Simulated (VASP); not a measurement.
# TaZn2B3 (P4/mmm) in VASP: a series of runs

TaZn2B3 is run at these levels: PBE; tasks: single point, relaxation of cell and atoms.

All numbers are computed with VASP 6.6.1; they aren't measurements. Logs are shortened: lines on timing, memory, paths and dates and some standing lists are left out, and cuts for length are marked.

**1. The cell of the first run**

Symmetry: P4/mmm, No. 123, tetragonal system. Conventional cell: a = 2.792 Å, b = 2.792 Å, c = 8.346 Å, α = 90.00°, β = 90.00°, γ = 90.00°. Within 3.3 Å of Ta (site symmetry 4/mmm) lie 8 B at 2.50 Å and 2 Zn at 2.79 Å and 4 Ta at 2.79 Å. Within 3.1 Å of Zn (site symmetry 4mm) lie 8 B at 2.34 to 2.41 Å and 5 Zn at 2.77 to 2.79 Å and 1 Ta at 2.79 Å. Within 3.1 Å of B (site symmetry 4mm) lie 4 Zn at 2.34 Å and 4 Ta at 2.50 Å and 6 B at 2.64 to 3.07 Å. B (site symmetry 4/mmm) has 8 Zn at 2.41 Å and 6 B at 2.64 to 2.79 Å within 3.2 Å.

The cell was generated, and may not be a known phase.

**2. Single point, PBE**

Contents of INCAR:

```
SYSTEM = TaZn2B3
  ALGO = Normal
  EDIFF = 1E-7
  ENCUT = 520
  GGA = PE
  ISIF = 2
  ISMEAR = 0
  LASPH = .True.
  LCHARG = .False.
  LREAL = .False.
  LWAVE = .False.
  NBANDS = 31
  NELM = 80
  PREC = Accurate
  SIGMA = 0.1
```

Contents of KPOINTS:

```
k-points
0
Gamma
  6 6 2
  0 0 0
```

Contents of POSCAR:

```
TaZn2B3
1.0
    2.7916322900      0.0000000000      0.0000000000
    0.0000000000      2.7916322900      0.0000000000
    0.0000000000      0.0000000000      8.3461660600
Ta Zn B
1 2 3
Direct
    0.0000000000      0.0000000000      0.0000000000
    0.0000000000      0.0000000000      0.3342649900
    0.0000000000      0.0000000000      0.6657350100
    0.5000000000      0.5000000000      0.1837450000
    0.5000000000      0.5000000000      0.5000000000
    0.5000000000      0.5000000000      0.8162550000
```

Potentials or basis: VASP PAW PBE potentials, release 64 (Ta_pv, Zn, B).

Launch:

```bash
> cat potpaw_PBE.64/Ta_pv/POTCAR potpaw_PBE.64/Zn/POTCAR potpaw_PBE.64/B/POTCAR > POTCAR
> mpirun -np 1 vasp_std > vasp.out
```

OUTCAR:

```text
SYSTEM = TaZn2B3
   EDIFF = 1E-7
   ENCUT = 520
   GGA = PE
   ISIF = 2
   ISMEAR = 0
   LASPH = .True.
   LREAL = .False.
   NELM = 80
   PREC = Accurate

 ion  position               nearest neighbor table
   1  0.000  0.000  0.000-   4 2.50   6 2.50   4 2.50   6 2.50   4 2.50   6 2.50   4 2.50   6 2.50
                             2 2.79   3 2.79
   2  0.000  0.000  0.334-   4 2.34   4 2.34   4 2.34   4 2.34   5 2.41   5 2.41   5 2.41   5 2.41
                             3 2.77   1 2.79
   3  0.000  0.000  0.666-   6 2.34   6 2.34   6 2.34   6 2.34   5 2.41   5 2.41   5 2.41   5 2.41
                             2 2.77   1 2.79
   4  0.500  0.500  0.184-   2 2.34   2 2.34   2 2.34   2 2.34   1 2.50   1 2.50   1 2.50   1 2.50

   5  0.500  0.500  0.500-   2 2.41   3 2.41   2 2.41   3 2.41   2 2.41   3 2.41   2 2.41   3 2.41

   6  0.500  0.500  0.816-   3 2.34   3 2.34   3 2.34   3 2.34   1 2.50   1 2.50   1 2.50   1 2.50

  LATTYP: Found a simple tetragonal cell.
 ALAT       =     2.7916322900
 C/A-ratio  =     2.9897082398

  Lattice vectors:

 A1 = (   2.7916322900,   0.0000000000,   0.0000000000)
 A2 = (   0.0000000000,   2.7916322900,   0.0000000000)
 A3 = (   0.0000000000,   0.0000000000,   8.3461660600)

Analysis of symmetry for initial positions (statically):
=====================================================================
 Subroutine PRICEL returns:
 Original cell was already a primitive cell.

 Routine SETGRP: Setting up the symmetry group for a
 simple tetragonal supercell.

 Subroutine GETGRP returns: Found 16 space group operations
 (whereof 16 operations were pure point group operations)
 out of a pool of 16 trial point group operations.

The static configuration has the point symmetry D_4h.

Analysis of symmetry for dynamics (positions and initial velocities):
=====================================================================
 Subroutine PRICEL returns:
 Original cell was already a primitive cell.

 Routine SETGRP: Setting up the symmetry group for a
 simple tetragonal supercell.

 Subroutine GETGRP returns: Found 16 space group operations
 (whereof 16 operations were pure point group operations)
 out of a pool of 16 trial point group operations.

The dynamic configuration has the point symmetry D_4h.

 Subroutine INISYM returns: Found 16 space group operations
 (whereof 16 operations are pure point group operations),
 and found     1 'primitive' translations

----------------------------------------------------------------------------------------

                                     Primitive cell

  volume of cell :      65.0434

  direct lattice vectors                    reciprocal lattice vectors
     2.791632290  0.000000000  0.000000000     0.358213366  0.000000000  0.000000000
     0.000000000  2.791632290  0.000000000     0.000000000  0.358213366  0.000000000
     0.000000000  0.000000000  8.346166060     0.000000000  0.000000000  0.119815493

  length of vectors
     2.791632290  2.791632290  8.346166060     0.358213366  0.358213366  0.119815493

  position of ions in fractional coordinates (direct lattice)
     0.000000000  0.000000000  0.000000000
     0.000000000  0.000000000  0.334264990
     0.000000000  0.000000000  0.665735010
     0.500000000  0.500000000  0.183745000
     0.500000000  0.500000000  0.500000000
     0.500000000  0.500000000  0.816255000

  ion indices of the primitive-cell ions
   primitive index   ion index
                 1           1
                 2           2
                 3           3
                 4           4
                 5           5
                 6           6

----------------------------------------------------------------------------------------

 KPOINTS: k-points

Automatic generation of k-mesh.
 Grid dimensions read from file:
 generate k-points for:    6    6    2

 Generating k-lattice:

  Cartesian coordinates                     Fractional coordinates (reciprocal lattice)
     0.059702228  0.000000000  0.000000000     0.166666667  0.000000000  0.000000000
     0.000000000  0.059702228  0.000000000     0.000000000  0.166666667  0.000000000
     0.000000000  0.000000000  0.059907746     0.000000000  0.000000000  0.500000000

  Length of vectors
     0.059702228  0.059702228  0.059907746

  Shift w.r.t. Gamma in fractional coordinates (k-lattice)
     0.000000000  0.000000000  0.000000000

 Subroutine IBZKPT returns following result:
 ===========================================

 Found     20 irreducible k-points:

 Following reciprocal coordinates:
            Coordinates               Weight
  0.000000  0.000000  0.000000      1.000000
  0.166667  0.000000  0.000000      4.000000
  0.333333  0.000000  0.000000      4.000000
  0.500000  0.000000  0.000000      2.000000
  0.166667  0.166667  0.000000      4.000000
  0.333333  0.166667  0.000000      8.000000
[... 12 lines left out ...]
  0.500000  0.333333  0.500000      4.000000
  0.500000  0.500000  0.500000      1.000000
   k-points           NKPTS =     20   k-points in BZ     NKDIM =     20   number of bands    NBANDS=     31
   number of dos      NEDOS =    301   number of ions     NIONS =      6
   total plane-waves  NPLWV =  36864
   dimension x,y,z NGX =    24 NGY =   24 NGZ =   64
   dimension x,y,z NGXF=    48 NGYF=   48 NGZF=  128
   ions per type =               1   2   3
   NGX,Y,Z   is equivalent  to a cutoff of  14.29, 14.29, 12.75 a.u.
   NGXF,Y,Z  is equivalent  to a cutoff of  28.58, 28.58, 25.50 a.u.
 SYSTEM =  TaZn2B3
   PREC   = accura    normal or accurate (medium, high low for compatibility)
   ISTART =      0    job   : 0-new  1-cont  2-samecut
   ICHARG =      2    charge: 1-file 2-atom 10-const
   ISPIN  =      1    spin polarized calculation?
   LNONCOLLINEAR =      F non collinear calculations
   LSORBIT =      F    spin-orbit coupling
   LASPH  =      T    aspherical Exc in radial PAW
   ENCUT  =  520.0 eV  38.22 Ry    6.18 a.u.   5.19  5.19 15.52*2*pi/ulx,y,z
   NELM   =     80;   NELMIN=  2; NELMDL= -5     # of ELM steps
   EDIFF  = 0.1E-06   stopping-criterion for ELM
   LREAL  =      F    real-space projection
   EDIFFG = 0.1E-05   stopping-criterion for IOM
   NSW    =      0    number of steps for IOM
   IBRION =     -1    ionic relax: 0-MD 1-quasi-New 2-CG
   NFREE  =      0    steps in history (QN), initial steepest desc. (CG)
   ISIF   =      2    stress and relaxation
   ISYM   =      2    0-nonsym 1-usesym 2-fastsym
   POTIM  = 0.5000    time-step for ionic-motion
   TEBEG  =    0.0;   TEEND  =   0.0 temperature during run
   PSTRESS=    0.0 pullay stress
   NELECT =      44.0000    total number of electrons
   NUPDOWN=      -1.0000    fix difference up-down
   EMIN   =  10.00;   EMAX   =-10.00  energy-range for DOS
   EFERMI =   0.00;   METHOD = LEGACY
   ISMEAR =     0;   SIGMA  =   0.10  broadening in eV -4-tet -1-fermi 0-gaus
   EFERMI_NEDOS =   21; number of points for ismear=-14 and -15
   IALGO  =     38    algorithm
   IMIX   =      4    mixing-type and parameters
     AMIX     =   0.40;   BMIX     =  1.00
     AMIX_MAG =   1.60;   BMIX_MAG =  1.00
  volume/ion in A,a.u.               =      10.84        73.16
  Fermi-wavevector in a.u.,A,eV,Ry     =   1.437114  2.715752 28.100069  2.065297
  Thomas-Fermi vector in A             =   2.556228
   LORBIT       =      0    0 simple, 1 ext, 2 COOP (PROOUT), +10 PAW based schemes
   GGA     = PE    functional components
   LHFCALC =     F    Hartree Fock is set to
   AEXX    =    0.0000 exact exchange contribution
   IVDW    =     0    specifies the selected vdW correction
   LEPSILON=     F    determine dielectric tensor
   LRPA    =     F    only Hartree local field effects (RPA)
 non-spin polarized calculation
 Gauss-broadening in eV      SIGMA  =   0.10
  energy-cutoff  :      520.00
  volume of cell :       65.04
 maximum number of plane-waves:      1784
 NGX is ok and might be reduce to    24
   NGX = 11   NGY = 11   NGZ = 31

 number of electron      44.0000017 magnetization

 Free energy of the ion-electron system (eV)
  ---------------------------------------------------
  ext. energy  EPLUGINS =         0.00000000
  ---------------------------------------------------
  free energy    TOTEN  =       -28.80940117 eV

  energy without entropy =      -28.79099572  energy(sigma->0) =      -28.80019845

 E-fermi :   6.0412     XC(G=0): -12.4525

 val. band max:        5.9905447008   @ k =   0.5000   0.3333   0.5000
 cond. band min:       6.0479471727   @ k =   0.3333   0.1667   0.0000
 fundamental gap:      0.0574024719
 Fermi energy:         6.0411943538

 k-point     1 :       0.0000    0.0000    0.0000
  band No.  band energies     occupation
      1     -28.7952      2.00000
      2     -28.0414      2.00000
      3     -28.0414      2.00000
      4      -7.0928      2.00000
      5      -5.2180      2.00000
      6      -4.4439      2.00000
[... 23 lines left out ...]
     30      12.6441      0.00000
     31      13.9741      0.00000

 k-point     2 :       0.1667    0.0000    0.0000
  band No.  band energies     occupation
      1     -28.7619      2.00000
      2     -28.3147      2.00000
      3     -28.0173      2.00000
      4      -6.5722      2.00000
      5      -4.8094      2.00000
      6      -3.9856      2.00000
[... 23 lines left out ...]
     30      12.4832      0.00000
     31      14.6198      0.00000

 k-point     3 :       0.3333    0.0000    0.0000
  band No.  band energies     occupation
      1     -28.8307      2.00000
      2     -28.6944      2.00000
      3     -27.9687      2.00000
      4      -5.1073      2.00000
      5      -3.8130      2.00000
      6      -3.2841      2.00000
[... 567 lines left out ...]
     30      11.3569      0.00000
     31      11.3667      0.00000

 k-point    20 :       0.5000    0.5000    0.5000
  band No.  band energies     occupation
      1     -28.9217      2.00000
      2     -28.9217      2.00000
      3     -28.5373      2.00000
      4      -3.3326      2.00000
      5      -3.0886      2.00000
      6      -2.6213      2.00000
[... 23 lines left out ...]
     30      10.1757      0.00000
     31      10.2586      0.00000

------------------------ aborting loop because EDIFF is reached ----------------------------------------

  FORCE on cell =-STRESS in cart. coord.  units (eV):
  Direction    XX          YY          ZZ          XY          YZ          ZX
  --------------------------------------------------------------------------------------
  -------------------------------------------------------------------------------------
  Total        2.9985349      2.9985349     -1.0022037      0.0000000      0.0000000      0.0000000
  in kB       73.8611812     73.8611812    -24.6867046      0.0000000      0.0000000      0.0000000
  external PRESSURE =      41.0118859 kB  Pullay stress =       0.0000000 kB

 VOLUME and BASIS-vectors are now :
 -----------------------------------------------------------------------------
  energy-cutoff  :      520.00
  volume of cell :       65.04
      direct lattice vectors                 reciprocal lattice vectors
     2.791632290  0.000000000  0.000000000     0.358213366  0.000000000  0.000000000
     0.000000000  2.791632290  0.000000000     0.000000000  0.358213366  0.000000000
     0.000000000  0.000000000  8.346166060     0.000000000  0.000000000  0.119815493

 POSITION                                       TOTAL-FORCE (eV/Angst)
 -----------------------------------------------------------------------------------
      0.00000      0.00000      0.00000        -0.000000      0.000000     -0.000000
      0.00000      0.00000      2.78983         0.000000     -0.000000      0.732887
      0.00000      0.00000      5.55633         0.000000      0.000000     -0.732887
      1.39582      1.39582      1.53357        -0.000000     -0.000000     -0.426047
      1.39582      1.39582      4.17308        -0.000000      0.000000     -0.000000
      1.39582      1.39582      6.81260        -0.000000      0.000000      0.426047
 -----------------------------------------------------------------------------------
    total drift:                                0.000000      0.000000     -0.000000

  FREE ENERGIE OF THE ION-ELECTRON SYSTEM (eV)
  ---------------------------------------------------
  free  energy   TOTEN  =       -28.8094011727 eV

  energy  without entropy=      -28.7909957214  energy(sigma->0) =      -28.80019845
```

Run time: 81 s. Hardware: 1 thread of Oxide Virtual Turin-like, shared host; peak memory 0.16 GiB.

Results:

```yaml
Free_energy: -28.8094 eV
Pressure: 4.1 GPa
Largest_force: 0.733 eV/Å
Band_gap_on_the_k_mesh: zero (bands 22 and 23 overlap by 2.48 eV)
```

Forces in eV/Å, atoms in the order of the input:
```
Ta   0.000  0.000  0.000
Zn   0.000  0.000  0.733
Zn   0.000  0.000 -0.733
B    0.000  0.000 -0.426
B    0.000  0.000  0.000
B    0.000  0.000  0.426
```

Stress tensor (GPa, compression positive):
```
 7.39  0.00  0.00
 0.00  7.39  0.00
 0.00  0.00 -2.47
```

Caveat: the k points lie up to 0.38 Å⁻¹ apart, too coarse for converged energies and pressures of a metal; spin-orbit coupling is left out, which moves the levels of the heavy elements.

**3. Single point, PBE**

This run uses another cell than the first one, of 10.95 Å³/atom.

Contents of INCAR:

```
ALGO = Normal
EDIFF = 1E-6
ENCUT = 520
GGA = PE
ISIF = 2
ISMEAR = 0
LASPH = True
LCHARG = False
LREAL = False
LWAVE = False
NBANDS = 31
NELM = 80
PREC = Accurate
SIGMA = 0.1
```

Contents of KPOINTS:

```
k-points
0
Gamma
  6 6 2
```

Contents of POSCAR:

```
TaZn2B3
1.0
    3.0140562935      0.0000000000      0.0000000000
    0.0000000000      3.0140562935      0.0000000000
    0.0000000000      0.0000000000      7.2353034452
Ta Zn B
1 2 3
Direct
    0.0000000000      0.0000000000      0.0000000000
    0.0000000000      0.0000000000      0.3451066773
    0.0000000000      0.0000000000      0.6548933227
    0.5000000000      0.5000000000      0.2396450571
    0.5000000000      0.5000000000      0.5000000000
    0.5000000000      0.5000000000      0.7603549429
```

Potentials or basis: VASP PAW PBE potentials, release 64 (Ta_pv, Zn, B).

Launch:

```bash
> cat potpaw_PBE.64/Ta_pv/POTCAR potpaw_PBE.64/Zn/POTCAR potpaw_PBE.64/B/POTCAR > POTCAR
> mpirun -np 1 vasp_std > vasp.out
```

It took 77 s on 1 thread of Oxide Virtual Turin-like, shared host; peak memory 0.17 GiB.

It converged, with:

```
Free energy            : -29.6943 eV
Pressure               : 0.7 GPa
Largest force          : 0.030 eV/Å
Band gap on the k mesh : zero (bands 22 and 23 overlap by 2.91 eV)
```

Forces in eV/Å, atoms in the order of the input:
```
Ta   0.000  0.000  0.000
Zn   0.000  0.000 -0.030
Zn   0.000  0.000  0.030
B    0.000  0.000 -0.008
B    0.000  0.000  0.000
B    0.000  0.000  0.008
```

Stress tensor (GPa, compression positive):
```
0.74 0.00 0.00
0.00 0.74 0.00
0.00 0.00 0.54
```

Levels at points of the mesh, in eV from the Fermi level:
| k point | band 20 | band 21 | band 22 | band 23 | band 24 | band 25 |
| --- | --- | --- | --- | --- | --- | --- |
| (0.00, 0.00, 0.00) | -0.66 | -0.66 | 0.03 | 0.03 | 2.49 | 3.86 |
| (0.50, 0.00, 0.00) | -3.23 | -1.55 | 0.44 | 2.31 | 2.68 | 3.48 |
| (0.50, 0.50, 0.00) | -3.86 | -2.86 | -0.20 | -0.20 | 0.83 | 0.83 |
| (0.00, 0.00, 0.50) | -1.17 | -1.01 | 1.48 | 1.48 | 2.24 | 2.24 |
| (0.50, 0.00, 0.50) | -2.38 | -2.01 | 0.51 | 2.09 | 2.24 | 3.16 |
| (0.50, 0.50, 0.50) | -3.11 | -2.20 | -2.16 | -1.43 | -1.07 | -1.07 |

Caveat: the k points lie up to 0.43 Å⁻¹ apart, too coarse for converged energies and pressures of a metal; spin-orbit coupling is left out, which moves the levels of the heavy elements.

**4. Single point, PBE**

This run uses another cell than the first one, of 10.96 Å³/atom.

Contents of INCAR:

```
ALGO     = Normal         # electronic algorithm
EDIFF    = 1E-6           # SCF threshold, eV
ENCUT    = 520            # plane-wave cutoff, eV
GGA      = PE             # functional
ISIF     = 2              # what is computed and relaxed
ISMEAR   = 0              # smearing method
LASPH    = T              # aspherical terms in the spheres
LCHARG   = T              # write CHGCAR
LELF     = T              # ELF
LREAL    = F              # projectors in reciprocal space
LVHAR    = T            
LWAVE    = F              # write WAVECAR
NBANDS   = 31             # bands
NELM     = 60             # most SCF steps
PREC     = Accurate       # precision mode
SIGMA    = 0.1            # smearing width, eV
```

Contents of KPOINTS:

```
k-points
0
Gamma
  6 6 4
```

Contents of POSCAR:

```
TaZn2B3
1.0
    3.0097537003      0.0000000000      0.0000000000
    0.0000000000      3.0097537003      0.0000000000
    0.0000000000      0.0000000000      7.2609942901
Ta Zn B
1 2 3
Direct
    0.0000000000      0.0000000000      0.0000000000
    0.0000000000      0.0000000000      0.3454205133
    0.0000000000      0.0000000000      0.6545794867
    0.5000000000      0.5000000000      0.2403729870
    0.5000000000      0.5000000000      0.5000000000
    0.5000000000      0.5000000000      0.7596270130
```

Launch:

```bash
> cat potpaw_PBE.64/Ta_pv/POTCAR potpaw_PBE.64/Zn/POTCAR potpaw_PBE.64/B/POTCAR > POTCAR
> mpirun -np 1 vasp_std > vasp.out
```

It took 91 s on 1 thread of Oxide Virtual Turin-like, shared host; peak memory 0.18 GiB.

Results (log left out):

* Free energy: -29.7037 eV
* Pressure: 0.5 GPa
* Largest force: 0.047 eV/Å
* Band gap on the k mesh: zero (bands 22 and 23 overlap by 2.95 eV)

Forces on the atoms (eV/Å):
```
Ta   0.000  0.000  0.000
Zn   0.000  0.000 -0.047
Zn   0.000  0.000  0.047
B    0.000  0.000 -0.020
B    0.000  0.000  0.000
B    0.000  0.000  0.020
```

Stress tensor (GPa, compression positive):
```
0.42 0.00 0.00
0.00 0.42 0.00
0.00 0.00 0.74
```

Levels at points of the mesh, in eV from the Fermi level:
| k point | band 18 | band 19 | band 20 | band 21 | band 22 | band 23 | band 24 | band 25 | band 26 | band 27 |
| --- | --- | --- | --- | --- | --- | --- | --- | --- | --- | --- |
| (0.00, 0.00, 0.00) | -2.48 | -2.06 | -0.55 | -0.55 | 0.13 | 0.13 | 2.58 | 3.93 | 4.70 | 4.70 |
| (0.50, 0.00, 0.00) | -4.45 | -3.86 | -3.18 | -1.51 | 0.53 | 2.40 | 2.79 | 3.53 | 3.61 | 4.86 |
| (0.50, 0.50, 0.00) | -4.04 | -4.04 | -3.75 | -2.72 | -0.14 | -0.09 | 0.92 | 0.92 | 1.01 | 1.96 |
| (0.00, 0.00, 0.50) | -2.06 | -1.05 | -1.05 | -0.96 | 1.58 | 1.58 | 2.32 | 2.32 | 2.74 | 3.93 |
| (0.50, 0.00, 0.50) | -4.05 | -3.02 | -2.32 | -1.97 | 0.60 | 2.21 | 2.33 | 3.20 | 3.32 | 5.02 |
| (0.50, 0.50, 0.50) | -3.14 | -3.14 | -3.01 | -2.08 | -2.03 | -1.36 | -1.00 | -1.00 | 3.70 | 4.48 |

Caveat: spin-orbit coupling is left out, which moves the levels of the heavy elements.

[end of part 1 of 2]

The gap in the log of VASP goes by the Fermi energy; the results here count the filled bands.